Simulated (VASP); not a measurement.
Here is a VASP 6.6.1 calculation.

Contents of INCAR:

```
SYSTEM = WSe4
  PREC = Accurate
  ENCUT = 600
  EDIFF = 1E-6
  ISMEAR = 0
  SIGMA = 0.1
  LREAL = .False.
  LASPH = .True.
  NELM = 150
  ALGO = Normal
  ISIF = 3
  LWAVE = .False.
  LCHARG = .False.
  ISPIN = 2
  MAGMOM = 1.44 0 0 0 0
  LORBIT = 11
  LMAXMIX = 4
  GGA = PE
  IBRION = 2
  NSW = 90
  EDIFFG = -0.04
```

KPOINTS

```
Automatic mesh
0
Gamma
  4 4 4
  0 0 0
```

The input POSCAR:

```
WSe4
1.0
   -3.1617458000      3.1617458000      3.1617458000
    3.1617458000     -3.1617458000      3.1617458000
    3.1617458000      3.1617458000     -3.1617458000
W Se
1 4
Direct
    0.0000000000      0.0000000000      0.0000000000
    0.5000000000      0.5000000000      0.5000000000
    0.0000000000      0.0000000000      0.5000000000
    0.0000000000      0.5000000000      0.0000000000
    0.5000000000      0.0000000000      0.0000000000
```

Potentials or basis: VASP PAW PBE potentials, release 64 (W_sv, Se).

Run with:

```console
$ cat potpaw_PBE.64/W_sv/POTCAR potpaw_PBE.64/Se/POTCAR > POTCAR
$ mpirun -np 1 vasp_std > vasp.out
```

(1) Predict the relaxed cell.

(2) What does it give for the net moment?

(3) Predict the space group after relaxing (to 0.1 Å).

## Answers

(1) a = 5.338 Å, b = 5.338 Å, c = 5.338 Å, α = 109.47°, β = 109.47°, γ = 109.47°.

(2) 1.81 μB per cell.

(3) Im-3m (No. 229).
